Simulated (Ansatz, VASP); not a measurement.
**W in VASP and in Ansatz**

File INCAR:

```
SYSTEM = W
  PREC = Accurate
  ENCUT = 600
  EDIFF = 1E-6
  ISMEAR = -1
  SIGMA = 0.08
  LREAL = .FALSE.
  LASPH = .TRUE.
  NELM = 100
  ALGO = Normal
  ISIF = 3
  LWAVE = .FALSE.
  LCHARG = .FALSE.
  IBRION = 2
  NSW = 60
  EDIFFG = -0.005
```

KPOINTS

```
Automatic mesh
0
G
  15 15 15
  0 0 0
```

Contents of POSCAR:

```
W
1.0
    2.5532001346      0.0000000000      0.0000000000
    0.0000000000      2.5532001346      0.0000000000
    0.0000000000      0.0000000000      2.5532001346
W
1
Direct
    0.0000000000      0.0000000000      0.0000000000
```

Input for Ansatz:

```yaml
crystal:
  lattice:
    - [2.5532001346, 0.0, 0.0]
    - [0.0, 2.5532001346, 0.0]
    - [0.0, 0.0, 2.5532001346]
  atoms:
    - { symbol: W, position: [0.0, 0.0, 0.0] }
kpoints:
  mp_grid: { grid: [15, 15, 15] }
scf:
  occupations: { method: fermi_dirac, width: 0.08 }
hamiltonian:
  xc: lda
  pseudopotentials: { kind: paw }
output:
  forces: true
  stress: true
  write_density: true
  write_potential: true
  elf: true
  volumetric_format: npy
relax:
  f_tol: 0.005
  max_steps: 40
  cell: {}
```

Alike in both runs: task relaxation of cell and atoms; functional LDA; k mesh 15 × 15 × 15; occupations fermi-dirac, width 0.08 eV; no spin polarisation.

|  | VASP | Ansatz |
| --- | --- | --- |
| version | VASP 6.6.1 | Ansatz 0.2.0 |
| potentials or method | VASP PAW LDA potentials, release 64 (W_sv) | PAW with Ansatz's default frozen-core files, scalar-relativistic |
| plane-wave cutoff (eV) | 600 | 420 |
| valence electrons in the cell | 14 | 14 |

|  | VASP | Ansatz | Ansatz less VASP |
| --- | --- | --- | --- |
| relaxed volume (Å³/atom) | 17.61 | 17.48 | -0.121 |
| relaxed cell length with the largest relative difference (Å) | 2.601 | 2.595 | -0.0060 |

LDA's correlation is that of Perdew and Zunger in VASP and of Perdew and Wang (1992) in Ansatz.

Neither program's run includes spin-orbit coupling.
